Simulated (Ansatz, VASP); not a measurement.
ZnCu: VASP beside Ansatz

Contents of INCAR:

```
PREC     = Accurate       # precision mode
ENCUT    = 520            # plane-wave cutoff, eV
EDIFF    = 1E-6           # SCF threshold, eV
ISMEAR   = -1             # smearing method
SIGMA    = 0.05           # smearing width, eV
LREAL    = F              # projectors in reciprocal space
LASPH    = T              # aspherical terms in the spheres
NELM     = 80             # most SCF steps
ALGO     = Normal         # electronic algorithm
ISIF     = 2              # what is computed and relaxed
LWAVE    = F              # write WAVECAR
LCHARG   = F              # write CHGCAR
GGA      = PE             # functional
NBANDS   = 18             # bands
```

KPOINTS

```
regular mesh
0
Gamma
  9 9 9
```

POSCAR

```
ZnCu
1.0
    2.9252343038      0.0000000000      0.0000000000
    0.0000000000      2.9252343038      0.0000000000
    0.0000000000      0.0000000000      2.9252343038
Zn Cu
1 1
Direct
    0.5000000000      0.5000000000      0.5000000000
    0.0000000000      0.0000000000      0.0000000000
```

File input.yaml:

```yaml
crystal:
  lattice:
    - [2.9252343038, 0.0, 0.0]
    - [0.0, 2.9252343038, 0.0]
    - [0.0, 0.0, 2.9252343038]
  atoms:
    - { symbol: Zn, position: [0.5, 0.5, 0.5] }
    - { symbol: Cu, position: [0.0, 0.0, 0.0] }
kpoints:
  mp_grid: { grid: [9, 9, 9] }
scf:
  occupations: { method: fermi_dirac, width: 0.05 }
hamiltonian:
  xc: pbe
  pseudopotentials: { kind: all_electron, lapw: { basis_error: 0.0005 } }
output:
  forces: true
  stress: true
  eigenvalues: true
```

Change from the starting cell: volume scaled by 0.98.

Alike in both runs: task single point; functional PBE; k mesh 9 × 9 × 9; occupations fermi-dirac, width 0.05 eV; no spin polarisation.

|  | VASP | Ansatz |
| --- | --- | --- |
| version | VASP 6.6.1 | Ansatz 0.2.0 |
| potentials or method | VASP PAW PBE potentials, release 64 (Zn, Cu), cutoff 520 eV | all-electron LAPW, scalar-relativistic |

|  | VASP | Ansatz | Ansatz less VASP |
| --- | --- | --- | --- |
| gap on the k mesh at the Fermi level (eV) | none | none | - |
| pressure (GPa) | 5.8 | 5.2 | -0.55 |

A gap of «none» marks a metal or a gap that the smearing closes. Ansatz ran all-electron here, and VASP with PAW potentials.
